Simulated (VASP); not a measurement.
Runs of VASP 6.6.1 on Y2HfF. The structure is that of space group P4/mmm (No. 123), or close to it. The cells are those of the table. 

| task | cell | k mesh | cutoff (eV) | gap on the mesh (eV) | pressure (GPa) | largest force (eV/Å) |
| --- | --- | --- | --- | --- | --- | --- |
| relaxation of cell and atoms | relaxed from a = 3.584, b = 3.584, c = 7.249 Å, 4 atoms | 6 × 6 × 4 | 600 | none | 0.0 | 0.01 |
| single point | a = 3.472, b = 3.472, c = 8.826 Å, 4 atoms | 14 × 14 × 6 | 520 | none | -0.2 | 0.02 |
| single point | a = 3.477, b = 3.477, c = 8.810 Å, 4 atoms | 6 × 6 × 4 | 520 | none | -0.2 | 0.02 |
| single point | a = 3.584, b = 3.584, c = 7.249 Å, 4 atoms | 6 × 6 × 4 | 520 | none | 16.6 | (a) |

Alike in all rows: level PBE; potentials or basis VASP PAW PBE potentials, release 64 (Y_sv, Hf_pv, F); no spin polarisation; smearing gaussian 0.1 eV.

Q: Estimate the missing entries.

A: (a) 5.29.

Caveats: spin-orbit coupling is left out, which moves the levels of the heavy elements; an odd number of electrons without spin polarisation forces a metal; a magnetic or distorted state may lie lower.

A k mesh can miss the band edges, and the runs leave out spin-orbit coupling on Hf, Y.

A gap of «none» marks levels without a gap at the run's occupations.
